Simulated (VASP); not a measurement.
Here is a VASP 6.6.1 calculation.

The input INCAR:

```
  PREC = Accurate
  ENCUT = 700
  EDIFF = 1E-6
  ISMEAR = 0
  SIGMA = 0.1
  LREAL = F
  LASPH = T
  NELM = 120
  ALGO = Normal
  ISIF = 2
  LWAVE = F
  LCHARG = F
  GGA = PS
  NBANDS = 32
  GGA_COMPAT = F
```

File KPOINTS:

```
Automatic mesh
0
Gamma
  12 12 8
```

File POSCAR:

```
Al3Cu2
1.0
    4.0133123470      0.0000000000      0.0000000000
   -2.0066561735      3.4756304458      0.0000000000
    0.0000000000      0.0000000000      4.8843015075
Al Cu
3 2
Direct
    0.0000000000      0.0000000000      0.0000000000
    0.3333333333      0.6666666667      0.3524682567
    0.6666666667      0.3333333333      0.6475317433
    0.3333333333      0.6666666667      0.8431277593
    0.6666666667      0.3333333333      0.1568722407
```

Potentials or basis: VASP PAW PBE potentials, release 64 (Al, Cu_sv_GW).

Command:

```bash
$ cat potpaw_PBE.64/Al/POTCAR potpaw_PBE.64/Cu_sv_GW/POTCAR > POTCAR
$ mpirun -np 1 vasp_std > vasp.out
```

**Question.** Predict the largest force.

**Answer.** 0.007 eV/Å.

**Question.** Estimate the pressure.

**Answer.** 6.5 GPa.

Forces in eV/Å, atoms in the order of the input:
```
Al   0.000  0.000  0.000
Al   0.000  0.000 -0.005
Al   0.000  0.000  0.005
Cu   0.000  0.000  0.007
Cu   0.000  0.000 -0.007
```

Caveat: the PAW data sets were made with another functional, which shifts forces and pressure a little.
